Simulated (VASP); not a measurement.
# ZrH3 (Pm-3m) in VASP: a series of runs

ZrH3 is run at these levels: r2SCAN; tasks: single point.

Program: VASP 6.6.1. These are calculated values, not measurements. Logs are shortened: lines on timing, memory, paths and dates and some standing lists are left out, and cuts for length are marked.

**1. The cell of the first run**

Symmetry: Pm-3m, No. 221, cubic system. The conventional cell has a = 3.046 Å, b = 3.046 Å, c = 3.046 Å, α = 90.00°, β = 90.00°, γ = 90.00°. Zr (site symmetry m-3m) has 12 H at 2.15 Å within 2.8 Å. H (site symmetry 4/mmm) has 4 Zr at 2.15 Å and 8 H at 2.15 Å within 2.8 Å.

**2. Single point, r2SCAN**

The input, POSCAR:

```
ZrH3
1.0
    3.0458105357      0.0000000000      0.0000000000
    0.0000000000      3.0458105357      0.0000000000
    0.0000000000      0.0000000000      3.0458105357
Zr H
1 3
Direct
    0.0000000000      0.0000000000      0.0000000000
    0.0000000000      0.5000000000      0.5000000000
    0.5000000000      0.0000000000      0.5000000000
    0.5000000000      0.5000000000      0.0000000000
```

The input, INCAR.step1:

```
PREC = Accurate ; ENCUT = 520
ISMEAR = 1 ; SIGMA = 0.1
LREAL = F ; LASPH = T
NELM = 100 ; NBANDS = 16
GGA = PE ; ALGO = Normal
EDIFF = 1E-4 ; LWAVE = T
LCHARG = F
```

The input, INCAR.step2:

```
PREC = Accurate ; ENCUT = 520
EDIFF = 1E-7 ; ISMEAR = 1
SIGMA = 0.1 ; LREAL = F
LASPH = T ; NELM = 100
ALGO = Normal ; ISIF = 2
LWAVE = F ; LCHARG = T
METAGGA = R2SCAN ; LMIXTAU = T
LELF = T ; LVHAR = T
NBANDS = 16 ; ISTART = 1
```

The input, KPOINTS:

```
regular mesh
0
Gamma
  7 7 7
```

Potentials or basis: VASP PAW PBE potentials, release 64 (Zr_sv, H).

Started as:

```console
> cat potpaw_PBE.64/Zr_sv/POTCAR potpaw_PBE.64/H/POTCAR > POTCAR
> cp INCAR.step1 INCAR
> mpirun -np 1 vasp_std > vasp.out
> cp INCAR.step2 INCAR
> mpirun -np 1 vasp_std > vasp.out
```

OUTCAR:

```text
PREC = Accurate
   ENCUT = 520
   EDIFF = 1E-7
   ISMEAR = 1
   LREAL = F
   LASPH = T
   NELM = 100
   ISIF = 2
   METAGGA = R2SCAN
   ISTART = 1

 ion  position               nearest neighbor table
   1  0.000  0.000  0.000-   2 2.15   3 2.15   4 2.15   2 2.15   3 2.15   2 2.15   4 2.15   2 2.15
                             3 2.15   4 2.15   3 2.15   4 2.15
   2  0.000  0.500  0.500-   1 2.15   1 2.15   1 2.15   1 2.15
   3  0.500  0.000  0.500-   1 2.15   1 2.15   1 2.15   1 2.15
   4  0.500  0.500  0.000-   1 2.15   1 2.15   1 2.15   1 2.15

  LATTYP: Found a simple cubic cell.
 ALAT       =     3.0458105357

  Lattice vectors:

 A1 = (   3.0458105357,   0.0000000000,   0.0000000000)
 A2 = (   0.0000000000,   3.0458105357,   0.0000000000)
 A3 = (   0.0000000000,   0.0000000000,   3.0458105357)

Analysis of symmetry for initial positions (statically):
=====================================================================
 Subroutine PRICEL returns:
 Original cell was already a primitive cell.

 Routine SETGRP: Setting up the symmetry group for a
 simple cubic supercell.

 Subroutine GETGRP returns: Found 48 space group operations
 (whereof 48 operations were pure point group operations)
 out of a pool of 48 trial point group operations.

The static configuration has the point symmetry O_h .

Analysis of symmetry for dynamics (positions and initial velocities):
=====================================================================
 Subroutine PRICEL returns:
 Original cell was already a primitive cell.

 Routine SETGRP: Setting up the symmetry group for a
 simple cubic supercell.

 Subroutine GETGRP returns: Found 48 space group operations
 (whereof 48 operations were pure point group operations)
 out of a pool of 48 trial point group operations.

The dynamic configuration has the point symmetry O_h .

 Subroutine INISYM returns: Found 48 space group operations
 (whereof 48 operations are pure point group operations),
 and found     1 'primitive' translations

----------------------------------------------------------------------------------------

                                     Primitive cell

  volume of cell :      28.2559

  direct lattice vectors                    reciprocal lattice vectors
     3.045810536  0.000000000  0.000000000     0.328319831  0.000000000  0.000000000
     0.000000000  3.045810536  0.000000000     0.000000000  0.328319831  0.000000000
     0.000000000  0.000000000  3.045810536     0.000000000  0.000000000  0.328319831

  length of vectors
     3.045810536  3.045810536  3.045810536     0.328319831  0.328319831  0.328319831

  position of ions in fractional coordinates (direct lattice)
     0.000000000  0.000000000  0.000000000
     0.000000000  0.500000000  0.500000000
     0.500000000  0.000000000  0.500000000
     0.500000000  0.500000000  0.000000000

  ion indices of the primitive-cell ions
   primitive index   ion index
                 1           1
                 2           2
                 3           3
                 4           4

----------------------------------------------------------------------------------------

 KPOINTS: regular mesh

Automatic generation of k-mesh.
 Grid dimensions read from file:
 generate k-points for:    7    7    7

 Generating k-lattice:

  Cartesian coordinates                     Fractional coordinates (reciprocal lattice)
     0.046902833  0.000000000  0.000000000     0.142857143  0.000000000  0.000000000
     0.000000000  0.046902833  0.000000000     0.000000000  0.142857143  0.000000000
     0.000000000  0.000000000  0.046902833     0.000000000  0.000000000  0.142857143

  Length of vectors
     0.046902833  0.046902833  0.046902833

  Shift w.r.t. Gamma in fractional coordinates (k-lattice)
     0.000000000  0.000000000  0.000000000

 Subroutine IBZKPT returns following result:
 ===========================================

 Found     20 irreducible k-points:

 Following reciprocal coordinates:
            Coordinates               Weight
  0.000000  0.000000  0.000000      1.000000
  0.142857  0.000000  0.000000      6.000000
  0.285714  0.000000  0.000000      6.000000
  0.428571  0.000000  0.000000      6.000000
  0.142857  0.142857  0.000000     12.000000
  0.285714  0.142857  0.000000     24.000000
[... 12 lines left out ...]
  0.428571  0.428571  0.285714     24.000000
  0.428571  0.428571  0.428571      8.000000
   k-points           NKPTS =     20   k-points in BZ     NKDIM =     20   number of bands    NBANDS=     16
   number of dos      NEDOS =    301   number of ions     NIONS =      4
   total plane-waves  NPLWV =  13824
   dimension x,y,z NGX =    24 NGY =   24 NGZ =   24
   dimension x,y,z NGXF=    48 NGYF=   48 NGZF=   48
   ions per type =               1   3
   NGX,Y,Z   is equivalent  to a cutoff of  13.10, 13.10, 13.10 a.u.
   NGXF,Y,Z  is equivalent  to a cutoff of  26.20, 26.20, 26.20 a.u.
 SYSTEM =  unknown system
[... 64 lines left out ...]

 k-point     1 :       0.0000    0.0000    0.0000
  band No.  band energies     occupation
      1     -42.2120      2.00000
      2     -19.1504      2.00000
      3     -19.1504      2.00000
      4     -19.1504      2.00000
      5      -2.4319      2.00000
      6       3.8626      2.00000
[... 8 lines left out ...]
     15      17.9242      0.00000
     16      23.8431      0.00000

 k-point     2 :       0.1429    0.0000    0.0000
  band No.  band energies     occupation
      1     -42.1930      2.00000
      2     -19.3533      2.00000
      3     -19.1342      2.00000
      4     -19.1342      2.00000
      5      -1.9952      2.00000
      6       3.9422      2.00000
[... 8 lines left out ...]
     15      19.0424      0.00000
     16      25.6830      0.00000

 k-point     3 :       0.2857    0.0000    0.0000
  band No.  band energies     occupation
      1     -42.1501      2.00000
      2     -19.7863      2.00000
      3     -19.0975      2.00000
      4     -19.0975      2.00000
      5      -0.8437      2.00000
      6       3.6524      2.00000
[... 8 lines left out ...]
     15      20.9415      0.00000
     16      27.4001      0.00000

 k-point     4 :       0.4286    0.0000    0.0000
  band No.  band energies     occupation
      1     -42.1153      2.00000
      2     -20.1138      2.00000
      3     -19.0679      2.00000
      4     -19.0679      2.00000
      5       0.7159      2.00000
      6       2.4409      2.00000
[... 8 lines left out ...]
     15      22.4639      0.00000
     16      23.0702      0.00000

 k-point     5 :       0.1429    0.1429    0.0000
  band No.  band energies     occupation
      1     -42.1742      2.00000
      2     -19.3513      2.00000
      3     -19.3152      2.00000
      4     -19.1182      2.00000
      5      -1.5813      2.00000
      6       4.1726      2.00000
[... 8 lines left out ...]
     15      20.2057      0.00000
     16      26.8143      0.00000

 k-point     6 :       0.2857    0.1429    0.0000
  band No.  band energies     occupation
      1     -42.1317      2.00000
      2     -19.7597      2.00000
      3     -19.2868      2.00000
      4     -19.0819      2.00000
      5      -0.4959      2.00000
      6       3.8594      2.00000
[... 8 lines left out ...]
     15      22.5149      0.00000
     16      25.7012      0.00000
[... 191 lines left out ...]
 k-point    17 :       0.2857    0.2857    0.2857
  band No.  band energies     occupation
      1     -42.0322      2.00000
      2     -19.6576      2.00000
      3     -19.5870      2.00000
      4     -19.5870      2.00000
      5       1.0588      2.00000
      6       3.9309      2.00000
[... 8 lines left out ...]
     15      21.9743      0.00000
     16      21.9743      0.00000

 k-point    18 :       0.4286    0.2857    0.2857
  band No.  band energies     occupation
      1     -41.9996      2.00000
      2     -19.9056      2.00000
      3     -19.5839      2.00000
      4     -19.5402      2.00000
      5       1.5899      2.00000
      6       3.2841      2.00000
[... 8 lines left out ...]
     15      21.7267      0.00000
     16      22.1852      0.00000

 k-point    19 :       0.4286    0.4286    0.2857
  band No.  band energies     occupation
      1     -41.9677      2.00000
      2     -19.8524      2.00000
      3     -19.8429      2.00000
      4     -19.5153      2.00000
      5       1.6627      2.00000
      6       2.9550      2.00000
[... 8 lines left out ...]
     15      20.3886      0.00000
     16      20.8640      0.00000

 k-point    20 :       0.4286    0.4286    0.4286
  band No.  band energies     occupation
      1     -41.9363      2.00000
      2     -19.8003      2.00000
      3     -19.7876      2.00000
      4     -19.7876      2.00000
      5       1.9798      2.00000
      6       2.3215      2.00000
[... 8 lines left out ...]
     15      18.7890      0.00000
     16      19.3588      0.00000

------------------------ aborting loop because EDIFF is reached ----------------------------------------

  FORCE on cell =-STRESS in cart. coord.  units (eV):
  Direction    XX          YY          ZZ          XY          YZ          ZX
  --------------------------------------------------------------------------------------
  -------------------------------------------------------------------------------------
  Total        1.7803894      1.7803894      1.7803894      0.0000000      0.0000000     -0.0000000
  in kB      100.9524625    100.9524625    100.9524625      0.0000000      0.0000000     -0.0000000
  external PRESSURE =     100.9524625 kB  Pullay stress =       0.0000000 kB

 VOLUME and BASIS-vectors are now :
 -----------------------------------------------------------------------------
  energy-cutoff  :      520.00
  volume of cell :       28.26
      direct lattice vectors                 reciprocal lattice vectors
     3.045810536  0.000000000  0.000000000     0.328319831  0.000000000  0.000000000
     0.000000000  3.045810536  0.000000000     0.000000000  0.328319831  0.000000000
     0.000000000  0.000000000  3.045810536     0.000000000  0.000000000  0.328319831

 POSITION                                       TOTAL-FORCE (eV/Angst)
 -----------------------------------------------------------------------------------
      0.00000      0.00000      0.00000         0.000000      0.000000      0.000000
      0.00000      1.52291      1.52291         0.000000      0.000000      0.000000
      1.52291      0.00000      1.52291         0.000000      0.000000      0.000000
      1.52291      1.52291      0.00000         0.000000      0.000000      0.000000
 -----------------------------------------------------------------------------------
    total drift:                                0.000000      0.000000      0.000000

  FREE ENERGIE OF THE ION-ELECTRON SYSTEM (eV)
  ---------------------------------------------------
  free  energy   TOTEN  =       -34.3934316787 eV

  energy  without entropy=      -34.3927477046  energy(sigma->0) =      -34.39320369
```

It took 51 s on 1 thread of Intel Xeon 8259CL, shared host; peak memory 0.14 GiB.

What came out:

```
Free energy : -34.3934 eV
Pressure    : 10.1 GPa
```

Caveat: the PAW data sets were made with another functional, which shifts forces and pressure a little.

**3. Single point, r2SCAN**

This run uses another cell than the first one, of 7.25 Å³/atom, 1.027 times its volume.

The input, POSCAR:

```
ZrH3
1.0
    3.0730067116      0.0000000000      0.0000000000
    0.0000000000      3.0730067116      0.0000000000
    0.0000000000      0.0000000000      3.0730067116
Zr H
1 3
Direct
    0.0000000000      0.0000000000      0.0000000000
    0.0000000000      0.5000000000      0.5000000000
    0.5000000000      0.0000000000      0.5000000000
    0.5000000000      0.5000000000      0.0000000000
```

The input, INCAR.step1:

```
  PREC = Accurate
  ENCUT = 520
  ISMEAR = 1
  SIGMA = 0.1
  LREAL = F
  LASPH = T
  NELM = 60
  NBANDS = 16
  GGA = PE
  ALGO = Normal
  EDIFF = 1E-4
  LWAVE = T
  LCHARG = F
```

The input, INCAR.step2:

```
  PREC = Accurate
  ENCUT = 520
  EDIFF = 1E-6
  ISMEAR = 1
  SIGMA = 0.1
  LREAL = F
  LASPH = T
  NELM = 60
  ALGO = Normal
  ISIF = 2
  LWAVE = F
  LCHARG = F
  METAGGA = R2SCAN
  LMIXTAU = T
  NBANDS = 16
  ISTART = 1
```

The input, KPOINTS:

```
Automatic mesh
0
Gamma
  7 7 7
```

Potentials or basis: VASP PAW PBE potentials, release 64 (Zr_sv, H).

Started as:

```console
> cat potpaw_PBE.64/Zr_sv/POTCAR potpaw_PBE.64/H/POTCAR > POTCAR
> cp INCAR.step1 INCAR
> mpirun -np 1 vasp_std > vasp.out
> cp INCAR.step2 INCAR
> mpirun -np 1 vasp_std > vasp.out
```

Run time: 55 s. Hardware: 1 thread of Intel Xeon 8259CL, shared host; peak memory 0.14 GiB.

The run converged. Its results:

* Free energy: -34.4317 eV
* Pressure: 5.7 GPa

Levels at points of the mesh, in eV from the Fermi level:
| k point | band 4 | band 5 | band 6 | band 7 | band 8 | band 9 | band 10 | band 11 |
| --- | --- | --- | --- | --- | --- | --- | --- | --- |
| (0.00, 0.00, 0.00) | -28.03 | -11.08 | -4.83 | -4.83 | 4.21 | 4.21 | 4.21 | 6.10 |

Caveat: the PAW data sets were made with another functional, which shifts forces and pressure a little.

**4. Single point, r2SCAN**

This run uses another cell than the first one, of 7.64 Å³/atom, 1.081 times its volume.

The input, POSCAR:

```
ZrH3
1.0
    3.1260000000      0.0000000000      0.0000000000
    0.0000000000      3.1260000000      0.0000000000
    0.0000000000      0.0000000000      3.1260000000
Zr H
1 3
Direct
    0.0000000000      0.0000000000      0.0000000000
    0.0000000000      0.5000000000      0.5000000000
    0.5000000000      0.0000000000      0.5000000000
    0.5000000000      0.5000000000      0.0000000000
```

INCAR.step1, as its differences from that of step 3:

```diff
@@ -6,3 +6,3 @@
   LASPH = T
-  NELM = 60
+  NELM = 100
   NBANDS = 16
```

The input, INCAR.step2:

```
  PREC = Accurate
  ENCUT = 520
  EDIFF = 1E-6
  ISMEAR = 1
  SIGMA = 0.1
  LREAL = F
  LASPH = T
  NELM = 100
  ALGO = Normal
  ISIF = 2
  LWAVE = F
  LCHARG = T
  METAGGA = R2SCAN
  LMIXTAU = T
  LELF = T
  LVHAR = T
  NBANDS = 16
  ISTART = 1
```

The input, KPOINTS:

```
regular mesh
0
Gamma
  7 7 7
```

Started as:

```console
> cat potpaw_PBE.64/Zr_sv/POTCAR potpaw_PBE.64/H/POTCAR > POTCAR
> cp INCAR.step1 INCAR
> mpirun -np 1 vasp_std > vasp.out
> cp INCAR.step2 INCAR
> mpirun -np 1 vasp_std > vasp.out
```

Run time: 63 s. Hardware: 1 thread of Intel Xeon 8259CL, shared host; peak memory 0.14 GiB.

The run converged. Its results:

```
Free energy : -34.4514 eV
Pressure    : -1.6 GPa
```

Levels at points of the mesh, in eV from the Fermi level:
| k point | band 5 | band 6 | band 7 | band 8 | band 9 | band 10 |
| --- | --- | --- | --- | --- | --- | --- |
| (0.00, 0.00, 0.00) | -10.76 | -4.61 | -4.61 | 3.96 | 3.96 | 3.96 |

Caveat: the PAW data sets were made with another functional, which shifts forces and pressure a little.

**5. Single point, r2SCAN**

This run uses another cell than the first one, of 8.21 Å³/atom, 1.162 times its volume.

The input, POSCAR:

```
ZrH3
1.0
    3.2022737975      0.0000000000      0.0000000000
    0.0000000000      3.2022737975      0.0000000000
    0.0000000000      0.0000000000      3.2022737975
Zr H
1 3
Direct
    0.0000000000      0.0000000000      0.0000000000
    0.0000000000      0.5000000000      0.5000000000
    0.5000000000      0.0000000000      0.5000000000
    0.5000000000      0.5000000000      0.0000000000
```

The input, INCAR.step1:

```
PREC     = Accurate       # precision mode
ENCUT    = 520            # plane-wave cutoff, eV
ISMEAR   = 1              # smearing method
SIGMA    = 0.1            # smearing width, eV
LREAL    = F              # projectors in reciprocal space
LASPH    = T              # aspherical terms in the spheres
NELM     = 60             # most SCF steps
NBANDS   = 16             # bands
GGA      = PE             # functional
ALGO     = Normal         # electronic algorithm
EDIFF    = 1E-4           # SCF threshold, eV
LWAVE    = T              # write WAVECAR
LCHARG   = F              # write CHGCAR
```

The input, INCAR.step2:

```
PREC     = Accurate       # precision mode
ENCUT    = 520            # plane-wave cutoff, eV
EDIFF    = 1E-6           # SCF threshold, eV
ISMEAR   = 1              # smearing method
SIGMA    = 0.1            # smearing width, eV
LREAL    = F              # projectors in reciprocal space
LASPH    = T              # aspherical terms in the spheres
NELM     = 60             # most SCF steps
ALGO     = Normal         # electronic algorithm
ISIF     = 2              # what is computed and relaxed
LWAVE    = F              # write WAVECAR
LCHARG   = F              # write CHGCAR
METAGGA  = R2SCAN         # meta-GGA
LMIXTAU  = T            
NBANDS   = 16             # bands
ISTART   = 1
```

KPOINTS is that of step 4.

Started as:

```console
> cat potpaw_PBE.64/Zr_sv/POTCAR potpaw_PBE.64/H/POTCAR > POTCAR
> cp INCAR.step1 INCAR
> mpirun -np 1 vasp_std > vasp.out
> cp INCAR.step2 INCAR
> mpirun -np 1 vasp_std > vasp.out
```

Run time: 60 s. Hardware: 1 thread of Intel Xeon 8259CL, shared host; peak memory 0.14 GiB.

Results (log left out):

```yaml
Free_energy: -34.3677 eV
Pressure: -9.9 GPa
```

Levels at points of the mesh, in eV from the Fermi level:
| k point | band 5 | band 6 | band 7 | band 8 | band 9 | band 10 |
| --- | --- | --- | --- | --- | --- | --- |
| (0.00, 0.00, 0.00) | -10.31 | -4.32 | -4.32 | 3.64 | 3.64 | 3.64 |

Caveat: the PAW data sets were made with another functional, which shifts forces and pressure a little.

**6. Single point, r2SCAN**

This run uses another cell than the first one, of 8.40 Å³/atom, 1.189 times its volume.

The input, POSCAR:

```
ZrH3
1.0
    3.2269076409      0.0000000000      0.0000000000
    0.0000000000      3.2269076409      0.0000000000
    0.0000000000      0.0000000000      3.2269076409
Zr H
1 3
Direct
    0.0000000000      0.0000000000      0.0000000000
    0.0000000000      0.5000000000      0.5000000000
    0.5000000000      0.0000000000      0.5000000000
    0.5000000000      0.5000000000      0.0000000000
```

The input, INCAR.step1:

```
SYSTEM = ZrH3
ALGO = Normal ; EDIFF = 1E-4
ENCUT = 520 ; GGA = PE
ISMEAR = 1 ; LASPH = .TRUE.
LCHARG = .FALSE. ; LREAL = .FALSE.
LWAVE = .TRUE. ; NBANDS = 16
NELM = 100 ; PREC = Accurate
SIGMA = 0.1
```

The input, INCAR.step2:

```
SYSTEM = ZrH3
ALGO = Normal ; EDIFF = 1E-6
ENCUT = 520 ; ISIF = 2
ISMEAR = 1 ; ISTART = 1
LASPH = .TRUE. ; LCHARG = .FALSE.
LMIXTAU = .TRUE. ; LREAL = .FALSE.
LWAVE = .FALSE. ; METAGGA = R2SCAN
NBANDS = 16 ; NELM = 100
PREC = Accurate ; SIGMA = 0.1
```

The input, KPOINTS:

```
k-points
0
G
  7 7 7
  0 0 0
```

Potentials or basis: VASP PAW PBE potentials, release 64 (Zr_sv, H).

Started as:

```console
> cat potpaw_PBE.64/Zr_sv/POTCAR potpaw_PBE.64/H/POTCAR > POTCAR
> cp INCAR.step1 INCAR
> mpirun -np 1 vasp_std > vasp.out
> cp INCAR.step2 INCAR
> mpirun -np 1 vasp_std > vasp.out
```

It took 61 s on 1 thread of Intel Xeon 8259CL, shared host; peak memory 0.15 GiB.

The run converged. Its results:

```yaml
Free_energy: -34.3160 eV
Pressure: -12.1 GPa
```

Levels at points of the mesh, in eV from the Fermi level:
```
           k point  band 5  band 6  band 7  band 8  band 9  band 10
(0.00, 0.00, 0.00)  -10.17   -4.23   -4.23    3.53    3.53     3.53
```

Caveat: the PAW data sets were made with another functional, which shifts forces and pressure a little.

**7. Summary**

```tsv
cell	gap on the mesh (eV)	pressure (GPa)
a = 3.046 Å, 4 atoms	none	10.1
a = 3.073 Å, 4 atoms	none	5.7
a = 3.126 Å, 4 atoms	none	-1.6
a = 3.202 Å, 4 atoms	none	-9.9
a = 3.227 Å, 4 atoms	none	-12.1
```

Alike in all rows: task single point; level r2SCAN; potentials or basis VASP PAW PBE potentials, release 64 (Zr_sv, H); no spin polarisation; k mesh 7 × 7 × 7; cutoff (eV) 520; smearing methfessel-paxton 0.1 eV.

Caveats: the PAW data sets were made with another functional, which shifts forces and pressure a little.

Total energies depend on the potentials used, so only differences within one code and one set of settings carry meaning.
